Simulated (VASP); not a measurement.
Write the native input for VASP 6.6.1 that does the following.

```yaml
Task: single point
Functional: LDA
Potentials_or_basis: VASP PAW LDA potentials, release 64 (Al, Cu)
Cutoff: 520 eV
k_mesh: 12 × 12 × 12
Occupations: gaussian, width 0.15 eV
Spin: no spin polarisation
Dipole_correction: no
Further_INCAR_settings: ALGO = Fast; EDIFF = 1e-06; NBANDS = 18
```

The structure of Al3Cu lies in POSCAR:

```
Al3Cu
1.0
    3.9550807877      0.0000000000      0.0000000000
    0.0000000000      3.9550807877      0.0000000000
    0.0000000000      0.0000000000      3.9550807877
Al Cu
3 1
Direct
    0.0000000000      0.5000000000      0.5000000000
    0.5000000000      0.0000000000      0.5000000000
    0.5000000000      0.5000000000      0.0000000000
    0.0000000000      0.0000000000      0.0000000000
```

The input as run:

INCAR

```
SYSTEM = Al3Cu
  PREC = Accurate
  ENCUT = 520
  EDIFF = 1E-6
  ISMEAR = 0
  SIGMA = 0.15
  LREAL = .FALSE.
  LASPH = .TRUE.
  NELM = 60
  ALGO = Fast
  ISIF = 2
  LWAVE = .FALSE.
  LCHARG = .FALSE.
  NBANDS = 18
```

KPOINTS

```
regular mesh
0
G
  12 12 12
  0 0 0
```

Potentials or basis: VASP PAW LDA potentials, release 64 (Al, Cu).

Launch:

```sh
$ cat potpaw_LDA.64/Al/POTCAR potpaw_LDA.64/Cu/POTCAR > POTCAR
$ mpirun -np 1 vasp_std > vasp.out
```

It gave:

The pressure is -6.8 GPa and the band gap on the k mesh is zero (bands 10 and 11 overlap by 4.22 eV).

Caveat: the cell stands under tension.

It took 81 s on 1 thread of Intel(R) Xeon(R) Platinum 8488C (Sapphire Rapids) (shared host), peak memory 0.2 GiB.
